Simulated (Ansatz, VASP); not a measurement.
# CaSe: VASP beside Ansatz

Contents of INCAR:

```
ALGO = Normal
EDIFF = 1E-7
ENCUT = 520
GGA = PS
ISIF = 2
ISMEAR = 0
LASPH = T
LCHARG = F
LREAL = F
LWAVE = F
NBANDS = 15
NELM = 60
PREC = Accurate
SIGMA = 0.02
```

File KPOINTS:

```
k-points
0
Gamma
  8 8 8
```

POSCAR

```
CaSe
1.0
    0.0000000000      3.0860935600      3.0860935600
    3.0860935600      0.0000000000      3.0860935600
    3.0860935600      3.0860935600      0.0000000000
Ca Se
1 1
Direct
    0.0000000000      0.0000000000      0.0000000000
    0.5000000000      0.5000000000      0.5000000000
```

Input for Ansatz:

```yaml
crystal:
  lattice:
    - [0.0, 3.08609356, 3.08609356]
    - [3.08609356, 0.0, 3.08609356]
    - [3.08609356, 3.08609356, 0.0]
  atoms:
    - { symbol: Ca, position: [0.0, 0.0, 0.0] }
    - { symbol: Se, position: [0.5, 0.5, 0.5] }
basis:
  ecutwfc: 420
kpoints:
  mp_grid: { grid: [8, 8, 8] }
hamiltonian:
  xc: pbesol
scf:
  occupations: { method: gaussian, width: 0.02 }
output:
  forces: true
  stress: true
  eigenvalues: true
```

Alike in both runs: task single point; functional PBEsol; k mesh 8 × 8 × 8; occupations gaussian, width 0.02 eV; no spin polarisation.

|  | VASP | Ansatz |
| --- | --- | --- |
| version | VASP 6.6.1 | Ansatz 0.2.0 |
| potentials or method | VASP PAW PBE potentials, release 64 (Ca_sv, Se), cutoff 520 eV | scalar-relativistic, plane waves, PAW |
| valence electrons in the cell | 16 | 26 |

Ansatz gave:

```
gap on the k mesh at the Fermi level (eV) : 2.20
least direct gap on the mesh (eV)         : 2.56
pressure (GPa)                            : -5.8
```

Problem. Estimate VASP's values.

Solution. gap on the k mesh at the Fermi level (eV): 2.19; least direct gap on the mesh (eV): 2.56; pressure (GPa): -5.7.

VASP's potentials were made for PBE, not for PBEsol. With one functional, cell and mesh, what is left measures potentials, basis and numerics. VASP's potentials hold 16 valence electrons a cell and Ansatz's 26, so a difference there can come from the potentials and not from the codes.
